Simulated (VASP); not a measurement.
**InP: relaxation of cell and atoms with r2SCAN**

Crystal: InP.

```
In P
1.0
     0.00000    2.66998    2.66998
     2.66998    0.00000    2.66998
     2.66998    2.66998    0.00000
In P
1 1
Direct
  0.00000 0.00000 0.00000
  0.25000 0.25000 0.25000
```

```yaml
Program: VASP 6.6.1
Task: relaxation of cell and atoms
Functional: r2SCAN
Potentials_or_basis: VASP PAW PBE potentials, release 64 (In_d, P)
Cutoff: 600 eV
k_mesh: 10 × 10 × 10
Occupations: gaussian, width 0.02 eV
Spin: no spin polarisation
Target_pressure: 50 GPa
Dipole_correction: no
Further_INCAR_settings: ALGO = Normal; EDIFF = 1e-06; IBRION = 2; EDIFFG = -0.008; NSW = 70; ISIF = 3
```

```yaml
Relaxed_volume: 18.26 Å³/atom
Relaxed_cell: a = 3.724 Å, b = 3.724 Å, c = 3.724 Å, α = 60.00°, β = 60.00°, γ = 60.00°
Space_group_after_relaxing_to_0.05_Å: F-43m (No. 216)
Energy_change_on_relaxing_the_enthalpy_is_what_falls: +217.9 meV/atom
Ionic_steps: 13
Pressure_after_relaxing: 49.9 GPa
Band_gap_on_the_k_mesh: 1.29 eV, indirect (least direct gap 2.85 eV)
```

Step by step:
| step | energy change (eV) | largest force (eV/Å) | pressure (GPa) | volume (Å³) |
| --- | --- | --- | --- | --- |
| 1 | 0.0000 | 0.0000 | 40.13 | 38.07 |
| 2 | 2.3913 | 0.0000 | 91.52 | 31.96 |
| 3 | 0.4096 | 0.0000 | 49.29 | 36.60 |
| 4 | 0.4384 | 0.0000 | 50.16 | 36.50 |
| 5 | 0.4288 | 0.0000 | 49.78 | 36.53 |
| 6 | 0.4296 | 0.0000 | 49.77 | 36.53 |
| 7 | 0.4318 | 0.0000 | 49.86 | 36.52 |
| 8 | 0.4319 | 0.0000 | 49.84 | 36.52 |
| 9 | 0.4320 | 0.0000 | 49.85 | 36.52 |
| 10 | 0.4323 | 0.0000 | 49.85 | 36.52 |
| 11 | 0.4328 | 0.0000 | 49.85 | 36.52 |
| 12 | 0.4338 | 0.0000 | 49.89 | 36.52 |
| 13 | 0.4358 | 0.0000 | 49.94 | 36.51 |

Final structure:
```yaml
crystal:
  lattice:
    - [0.00000, 2.63308, 2.63308]
    - [2.63308, 0.00000, 2.63308]
    - [2.63308, 2.63308, 0.00000]
  atoms:
    - { symbol: In, position: [0.00000, 0.00000, 0.00000] }
    - { symbol: P, position: [0.25000, 0.25000, 0.25000] }
```

Levels at points of the mesh, in eV from the valence-band top:
| k point | band 5 | band 6 | band 7 | band 8 | band 9 | band 10 | band 11 | band 12 | band 13 |
| --- | --- | --- | --- | --- | --- | --- | --- | --- | --- |
| (0.00, 0.00, 0.00) | -15.45 | -14.87 | 0.00 | 0.00 | 0.00 | 2.85 | 4.14 | 4.14 | 4.14 |
| (0.50, 0.00, 0.00) | -15.41 | -11.63 | -8.19 | -1.65 | -1.65 | 2.57 | 4.91 | 4.91 | 7.87 |
| (0.50, 0.50, 0.00) | -15.34 | -10.59 | -7.70 | -3.84 | -3.84 | 1.29 | 2.17 | 11.16 | 12.28 |

It took 9.8 min on 1 thread of Intel Xeon 6975P-C, on a shared host, peak memory 0.2 GiB.

Caveat: the cell is relaxed towards a set pressure, so the enthalpy falls and the energy may rise; the PAW data sets were made with another functional, which shifts forces and pressure a little; spin-orbit coupling is left out, which moves the levels of the heavy elements. r2SCAN opens gaps a little over a GGA but as a rule still falls short of measured ones.
